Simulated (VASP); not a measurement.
Set up this calculation in VASP 6.6.1, as the native input.

```
Task                   : relaxation of cell and atoms
Functional             : PBEsol
Potentials or basis    : VASP PAW PBE potentials, release 64 (Cu, Al)
Cutoff                 : 600 eV
k mesh                 : 9 × 9 × 9
Occupations            : fermi-dirac, width 0.05 eV
Spin                   : no spin polarisation
Target pressure        : 30 GPa
Dipole correction      : no
Further INCAR settings : ALGO = Normal; EDIFF = 1e-06; IBRION = 2; EDIFFG = -0.01; NSW = 60; ISIF = 3
```

The structure of Al2Cu lies in POSCAR:

```
Al2Cu
1.0
   -2.0303375000      2.0303375000      2.8510940000
    2.0303375000     -2.0303375000      2.8510940000
    2.0303375000      2.0303375000     -2.8510940000
Cu Al
1 2
Direct
    0.5000000000      0.5000000000      0.0000000000
    0.2500000000      0.7500000000      0.5000000000
    0.7500000000      0.2500000000      0.5000000000
```

These files were run (other wordings do the same):

INCAR

```
ALGO = Normal ; EDIFF = 1E-6
EDIFFG = -0.01 ; ENCUT = 600
GGA = PS ; IBRION = 2
ISIF = 3 ; ISMEAR = -1
LASPH = True ; LCHARG = False
LREAL = False ; LWAVE = False
NELM = 80 ; NSW = 60
PREC = Accurate ; PSTRESS = 300.0
SIGMA = 0.05
```

KPOINTS

```
k-points
0
Gamma
  9 9 9
```

Potentials or basis: VASP PAW PBE potentials, release 64 (Cu, Al).

Run with:

```bash
$ cat potpaw_PBE.64/Cu/POTCAR potpaw_PBE.64/Al/POTCAR > POTCAR
$ mpirun -np 1 vasp_std > vasp.out
```

Results of the run:

```json
{
 "Relaxed volume": "12.96 Å³/atom",
 "Relaxed cell": "a = 3.798 Å, b = 3.798 Å, c = 3.798 Å, α = 119.78°, β = 119.78°, γ = 90.38°",
 "Space group after relaxing (to 0.05 Å)": "I4/mmm (No. 139)",
 "Energy change on relaxing (the enthalpy is what falls)": "+216.7 meV/atom",
 "Ionic steps": "7",
 "Pressure after relaxing": "30.1 GPa"
}
```

Caveat: the cell is relaxed towards a set pressure, so the enthalpy falls and the energy may rise; the volume moved by over 15 % at a fixed basis, so the end points are rough; the PAW data sets were made with another functional, which shifts forces and pressure a little.

It took 2.8 min on 1 thread of Intel(R) Xeon(R) Platinum 8259CL CPU @ 2.50GHz (Skylake/Cascade Lake), on a shared host, peak memory 0.23 GiB.
